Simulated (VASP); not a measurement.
# Ti5Si (R32) in VASP: a series of runs

Ti5Si is run at these levels: LDA, r2SCAN; tasks: single point.

Everything below comes from runs of VASP 6.6.1. Logs are shortened: lines on timing, memory, paths and dates and some standing lists are left out, and cuts for length are marked.

**1. The cell of the first run**

The structure is trigonal, space group R32 (No. 155). Conventional cell: a = 4.916 Å, b = 4.916 Å, c = 13.094 Å, α = 90.00°, β = 90.00°, γ = 120.00°. Within 3.7 Å of Ti (site symmetry 3) lie 12 Ti at 2.77 to 3.57 Å and 3 Si at 2.85 Å. Ti (site symmetry 2) has 10 Ti at 2.61 to 3.37 Å and 2 Si at 2.65 Å within 3.4 Å. Si (site symmetry 32) has 12 Ti at 2.65 to 2.85 Å within 3.5 Å.

**2. Single point, LDA**

INCAR reads:

```
PREC = Accurate ; ENCUT = 520
EDIFF = 1E-6 ; ISMEAR = 0
SIGMA = 0.1 ; LREAL = False
LASPH = True ; NELM = 100
ALGO = Fast ; ISIF = 2
LWAVE = False ; LCHARG = False
NBANDS = 41
```

KPOINTS reads:

```
Automatic mesh
0
Gamma
  12 12 12
```

POSCAR reads:

```
Ti5Si
1.0
    2.4579065133      1.4190729871      4.3646172368
   -2.4579065133      1.4190729871      4.3646172368
    0.0000000000     -2.8381459742      4.3646172368
Ti Si
5 1
Direct
    0.1509161854      0.1509161854      0.1509161854
    0.6040484331      0.3959515669      0.0000000000
    0.0000000000      0.6040484331      0.3959515669
    0.8490838146      0.8490838146      0.8490838146
    0.3959515669      0.0000000000      0.6040484331
    0.5000000000      0.5000000000      0.5000000000
```

Potentials or basis: VASP PAW LDA potentials, release 64 (Ti_sv, Si).

Run with:

```sh
$ cat potpaw_LDA.64/Ti_sv/POTCAR potpaw_LDA.64/Si/POTCAR > POTCAR
$ mpirun -np 1 vasp_std > vasp.out
```

OUTCAR:

```text
PREC = Accurate
   ENCUT = 520
   EDIFF = 1E-6
   ISMEAR = 0
   LREAL = False
   LASPH = True
   NELM = 100
   ISIF = 2

 ion  position               nearest neighbor table
   1  0.151  0.151  0.151-   2 2.77   3 2.77   5 2.77   3 2.82   5 2.82   2 2.82   6 2.85   6 2.85
                             6 2.85   4 2.87   4 2.87   4 2.87
   2  0.604  0.396  0.000-   5 2.61   3 2.61   3 2.61   5 2.61   6 2.65   6 2.65   4 2.77   1 2.77
                             4 2.82   1 2.82
   3  0.000  0.604  0.396-   5 2.61   5 2.61   2 2.61   2 2.61   6 2.65   6 2.65   4 2.77   1 2.77
                             1 2.82   4 2.82
   4  0.849  0.849  0.849-   2 2.77   5 2.77   3 2.77   5 2.82   3 2.82   2 2.82   6 2.85   6 2.85
                             6 2.85   1 2.87   1 2.87   1 2.87
   5  0.396  0.000  0.604-   3 2.61   3 2.61   2 2.61   2 2.61   6 2.65   6 2.65   1 2.77   4 2.77
                             4 2.82   1 2.82
   6  0.500  0.500  0.500-   5 2.65   3 2.65   5 2.65   3 2.65   2 2.65   2 2.65   4 2.85   1 2.85
                             1 2.85   4 2.85   1 2.85   4 2.85

  LATTYP: Found a trigonal (rhomboedric) cell.
 ALAT       =     5.2062420415
 COS(alpha) =     0.5542287997

  Lattice vectors:

 A1 = (   2.4579065133,   1.4190729871,   4.3646172368)
 A2 = (  -2.4579065133,   1.4190729871,   4.3646172368)
 A3 = (   0.0000000000,  -2.8381459742,   4.3646172368)

Analysis of symmetry for initial positions (statically):
=====================================================================
 Subroutine PRICEL returns:
 Original cell was already a primitive cell.

 Routine SETGRP: Setting up the symmetry group for a
 trigonal (rhombohedral) supercell.

 Subroutine GETGRP returns: Found  6 space group operations
 (whereof  6 operations were pure point group operations)
 out of a pool of 12 trial point group operations.

The static configuration has the point symmetry D_3 .

Analysis of symmetry for dynamics (positions and initial velocities):
=====================================================================
 Subroutine PRICEL returns:
 Original cell was already a primitive cell.

 Routine SETGRP: Setting up the symmetry group for a
 trigonal (rhombohedral) supercell.

 Subroutine GETGRP returns: Found  6 space group operations
 (whereof  6 operations were pure point group operations)
 out of a pool of 12 trial point group operations.

The dynamic configuration has the point symmetry D_3 .

 Subroutine INISYM returns: Found  6 space group operations
 (whereof  6 operations are pure point group operations),
 and found     1 'primitive' translations

[... 106 lines left out ...]
   IBRION =     -1    ionic relax: 0-MD 1-quasi-New 2-CG
   NFREE  =      0    steps in history (QN), initial steepest desc. (CG)
   ISIF   =      2    stress and relaxation
   ISYM   =      2    0-nonsym 1-usesym 2-fastsym
   POTIM  = 0.5000    time-step for ionic-motion
   TEBEG  =    0.0;   TEEND  =   0.0 temperature during run
   PSTRESS=    0.0 pullay stress
   NELECT =      64.0000    total number of electrons
   NUPDOWN=      -1.0000    fix difference up-down
   EMIN   =  10.00;   EMAX   =-10.00  energy-range for DOS
   EFERMI =   0.00;   METHOD = LEGACY
   ISMEAR =     0;   SIGMA  =   0.10  broadening in eV -4-tet -1-fermi 0-gaus
   EFERMI_NEDOS =   21; number of points for ismear=-14 and -15
   IALGO  =     68    algorithm
   IMIX   =      4    mixing-type and parameters
     AMIX     =   0.40;   BMIX     =  1.00
     AMIX_MAG =   1.60;   BMIX_MAG =  1.00
  volume/ion in A,a.u.               =      15.22       102.73
  Fermi-wavevector in a.u.,A,eV,Ry     =   1.454049  2.747754 28.766226  2.114258
  Thomas-Fermi vector in A             =   2.571245
   LORBIT       =      0    0 simple, 1 ext, 2 COOP (PROOUT), +10 PAW based schemes
   GGA     = CA    functional components
   LHFCALC =     F    Hartree Fock is set to
   AEXX    =    0.0000 exact exchange contribution
   IVDW    =     0    specifies the selected vdW correction
   LEPSILON=     F    determine dielectric tensor
   LRPA    =     F    only Hartree local field effects (RPA)
 non-spin polarized calculation
 RMM-DIIS sequential band-by-band and
 Gauss-broadening in eV      SIGMA  =   0.10
  energy-cutoff  :      520.00
  volume of cell :       91.34
 maximum number of plane-waves:      2478
   NGX = 19   NGY = 19   NGZ = 19

 number of electron      64.0000002 magnetization

 Free energy of the ion-electron system (eV)
  ---------------------------------------------------
  ext. energy  EPLUGINS =         0.00000000
  ---------------------------------------------------
  free energy    TOTEN  =       -50.75910992 eV

  energy without entropy =      -50.73276622  energy(sigma->0) =      -50.74593807

 E-fermi :   9.3260     XC(G=0): -12.1928

 val. band max:        9.3239482811   @ k =   0.5000   0.5000   0.0833
 cond. band min:       9.3273747262   @ k =  -0.4167   0.4167   0.1667
 fundamental gap:      0.0034264450
 Fermi energy:         9.3259922238

 k-point     1 :       0.0000    0.0000    0.0000
  band No.  band energies     occupation
      1     -46.6004      2.00000
      2     -46.4827      2.00000
      3     -46.3873      2.00000
      4     -46.2102      2.00000
      5     -46.2102      2.00000
      6     -23.6071      2.00000
[... 1045 lines left out ...]
     40      11.2081      0.00000
     41      11.5545      0.00000

 [... further k-points ...]

------------------------ aborting loop because EDIFF is reached ----------------------------------------

  FORCE on cell =-STRESS in cart. coord.  units (eV):
  Direction    XX          YY          ZZ          XY          YZ          ZX
  --------------------------------------------------------------------------------------
  -------------------------------------------------------------------------------------
  Total        0.0210658      0.0210658      0.0704221      0.0000000     -0.0000000      0.0000000
  in kB        0.3695055      0.3695055      1.2352413      0.0000000     -0.0000000      0.0000000
  external PRESSURE =       0.6580841 kB  Pullay stress =       0.0000000 kB

 VOLUME and BASIS-vectors are now :
 -----------------------------------------------------------------------------
  energy-cutoff  :      520.00
  volume of cell :       91.34
      direct lattice vectors                 reciprocal lattice vectors
     2.457906513  1.419072987  4.364617237     0.203425150  0.117447565  0.076371722
    -2.457906513  1.419072987  4.364617237    -0.203425150  0.117447565  0.076371722
     0.000000000 -2.838145974  4.364617237     0.000000000 -0.234895130  0.076371722

 POSITION                                       TOTAL-FORCE (eV/Angst)
 -----------------------------------------------------------------------------------
      0.00000      0.00000      1.97607         0.000000      0.000000     -0.007252
      0.51148      1.41907      4.36462         0.007462     -0.000000      0.000000
     -1.48469     -0.26658      4.36462        -0.003731      0.006462      0.000000
      0.00000      0.00000     11.11778         0.000000     -0.000000      0.007252
      0.97321     -1.15249      4.36462        -0.003731     -0.006462      0.000000
      0.00000      0.00000      6.54693         0.000000     -0.000000      0.000000
 -----------------------------------------------------------------------------------
    total drift:                                0.000000     -0.000000      0.000000

  FREE ENERGIE OF THE ION-ELECTRON SYSTEM (eV)
  ---------------------------------------------------
  free  energy   TOTEN  =       -50.7591099202 eV

  energy  without entropy=      -50.7327662175  energy(sigma->0) =      -50.74593807
```

OSZICAR:

```text
N       E                     dE             d eps       ncg     rms          rms(c)
DAV:   1     0.855532280052E+03    0.85553E+03   -0.31841E+04 15570   0.193E+03
DAV:   2     0.576910763094E+02   -0.79784E+03   -0.77855E+03 15498   0.589E+02
DAV:   3    -0.427364693127E+02   -0.10043E+03   -0.95767E+02 24632   0.179E+02
[... 29 lines left out ...]
RMM:  33    -0.507591061796E+02   -0.15652E-05   -0.23352E-05 23591   0.189E-02    0.120E-02
RMM:  34    -0.507591077136E+02   -0.15340E-05   -0.18345E-05 22280   0.169E-02    0.120E-02
RMM:  35    -0.507591082233E+02   -0.50970E-06   -0.14136E-05 23395   0.156E-02    0.112E-02
RMM:  36    -0.507591091445E+02   -0.92117E-06   -0.11339E-05 21500   0.139E-02    0.112E-02
RMM:  37    -0.507591099202E+02   -0.77569E-06   -0.84653E-06 20277   0.125E-02
   1 F= -.50759110E+02 E0= -.50745938E+02  d E =-.263437E-01
```

Wall time 40 min (1 thread of Intel Xeon Platinum 8488C (Sapphire Rapids), shared host); peak memory 0.59 GiB.

Results:

- Free energy: -50.7591 eV
- Pressure: 0.1 GPa
- Largest force: 0.007 eV/Å
- Band gap on the k mesh: zero (bands 32 and 33 overlap by 0.60 eV)

Forces on the atoms (eV/Å):
```
Ti   0.000  0.000 -0.007
Ti   0.007  0.000  0.000
Ti  -0.004  0.006  0.000
Ti   0.000  0.000  0.007
Ti  -0.004 -0.006  0.000
Si   0.000  0.000  0.000
```

Levels at points of the mesh, in eV from the Fermi level:
```
           k point  band 28  band 29  band 30  band 31  band 32  band 33  band 34  band 35  band 36  band 37
(0.00, 0.00, 0.00)    -1.14    -0.90    -0.90    -0.78    -0.08    -0.08     0.00     1.10     1.10     1.55
(0.50, 0.00, 0.00)    -1.60    -1.18    -0.80    -0.54     0.37     0.57     0.62     0.76     0.83     1.15
(0.50, 0.50, 0.00)    -1.44    -1.44    -0.62    -0.35    -0.10    -0.08     0.63     0.78     1.05     1.51
(0.50, 0.50, 0.50)    -1.59    -0.57    -0.54    -0.54    -0.24     0.24     0.24     0.96     1.38     1.38
```

**3. Single point, r2SCAN**

This run uses another cell than the first one, of 16.17 Å³/atom.

POSCAR reads:

```
Ti5Si
1.0
    2.5169454771      1.4531591487      4.4214383438
   -2.5169454771      1.4531591487      4.4214383438
    0.0000000000     -2.9063182975      4.4214383438
Ti Si
5 1
Direct
    0.1510614780      0.1510614780      0.1510614780
    0.6036938631      0.3963061369      0.0000000000
    0.0000000000      0.6036938631      0.3963061369
    0.8489385220      0.8489385220      0.8489385220
    0.3963061369      0.0000000000      0.6036938631
    0.5000000000      0.5000000000      0.5000000000
```

INCAR.step1 reads:

```
PREC = Accurate
ENCUT = 520
ISMEAR = 0
SIGMA = 0.1
LREAL = False
LASPH = True
NELM = 80
NBANDS = 41
GGA = PE
ALGO = Normal
EDIFF = 1E-4
LWAVE = True
LCHARG = False
```

INCAR.step2 reads:

```
PREC = Accurate
ENCUT = 520
EDIFF = 1E-6
ISMEAR = 0
SIGMA = 0.1
LREAL = False
LASPH = True
NELM = 80
ALGO = Normal
ISIF = 2
LWAVE = False
LCHARG = False
METAGGA = R2SCAN
LMIXTAU = True
NBANDS = 41
ISTART = 1
```

KPOINTS reads:

```
regular mesh
0
Gamma
  12 12 12
```

Potentials or basis: VASP PAW PBE potentials, release 64 (Ti_sv, Si).

Run with:

```sh
$ cat potpaw_PBE.64/Ti_sv/POTCAR potpaw_PBE.64/Si/POTCAR > POTCAR
$ cp INCAR.step1 INCAR
$ mpirun -np 1 vasp_std > vasp.out
$ cp INCAR.step2 INCAR
$ mpirun -np 1 vasp_std > vasp.out
```

Run time: 73 min. Hardware: 1 thread of Oxide Virtual Turin-like, shared host; peak memory 0.63 GiB.

Results (log left out):

- Free energy: -75.4195 eV
- Pressure: 0.4 GPa
- Largest force: 0.013 eV/Å
- Band gap on the k mesh: zero (bands 32 and 33 overlap by 0.66 eV)

Forces in eV/Å, atoms in the order of the input:
```
Ti   0.000  0.000 -0.005
Ti   0.013  0.000  0.000
Ti  -0.006  0.011  0.000
Ti   0.000  0.000  0.005
Ti  -0.006 -0.011  0.000
Si   0.000  0.000  0.000
```

Levels at points of the mesh, in eV from the Fermi level:
| k point | band 29 | band 30 | band 31 | band 32 | band 33 | band 34 | band 35 | band 36 |
| --- | --- | --- | --- | --- | --- | --- | --- | --- |
| (0.00, 0.00, 0.00) | -1.02 | -1.02 | -0.89 | -0.16 | -0.02 | -0.02 | 1.16 | 1.16 |
| (0.50, 0.00, 0.00) | -1.23 | -0.82 | -0.59 | 0.43 | 0.60 | 0.61 | 0.76 | 0.84 |
| (0.50, 0.50, 0.00) | -1.42 | -0.60 | -0.45 | -0.15 | -0.05 | 0.74 | 0.79 | 1.12 |
| (0.50, 0.50, 0.50) | -0.91 | -0.70 | -0.70 | -0.20 | 0.29 | 0.29 | 0.96 | 1.42 |

Caveat: the PAW data sets were made with another functional, which shifts forces and pressure a little.
